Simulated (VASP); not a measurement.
Input of a VASP 6.6.1 run:

Contents of INCAR:

```
PREC     = Accurate       # precision mode
ENCUT    = 520            # plane-wave cutoff, eV
EDIFF    = 1E-6           # SCF threshold, eV
ISMEAR   = 0              # smearing method
SIGMA    = 0.1            # smearing width, eV
LREAL    = False          # projectors in reciprocal space
LASPH    = True           # aspherical terms in the spheres
NELM     = 80             # most SCF steps
ALGO     = Normal         # electronic algorithm
ISIF     = 2              # what is computed and relaxed
LWAVE    = False          # write WAVECAR
LCHARG   = False          # write CHGCAR
GGA      = B5             # functional
ALDAX    = 1.0          
AGGAX    = 1.0          
AGGAC    = 1.0          
ALDAC    = 0.0          
IVDW     = 12             # dispersion correction
VDW_S6   = 1.0          
VDW_S8   = 2.6996       
VDW_A1   = 0.4298       
VDW_A2   = 4.2359       
NBANDS   = 21             # bands
```

The input KPOINTS:

```
Automatic mesh
0
Gamma
  12 12 12
  0.5 0.5 0.5
```

Contents of POSCAR:

```
Ge
1.0
   -2.5917548019      2.5917548019      1.4265365113
    2.5917548019     -2.5917548019      1.4265365113
    2.5917548019      2.5917548019     -1.4265365113
Ge
2
Direct
    0.2500000000      0.7500000000      0.5000000000
    0.5000000000      0.5000000000      0.0000000000
```

Potentials or basis: VASP PAW PBE potentials, release 64 (Ge_d).

Command:

```sh
$ cat potpaw_PBE.64/Ge_d/POTCAR > POTCAR
$ mpirun -np 1 vasp_std > vasp.out
```

**Question.** Predict the pressure.

**Answer.** 0.0 GPa.

**Question.** What does it give for the dispersion energy per atom?

**Answer.** -0.801 eV.

Caveat: the PAW data sets were made with another functional, which shifts forces and pressure a little.
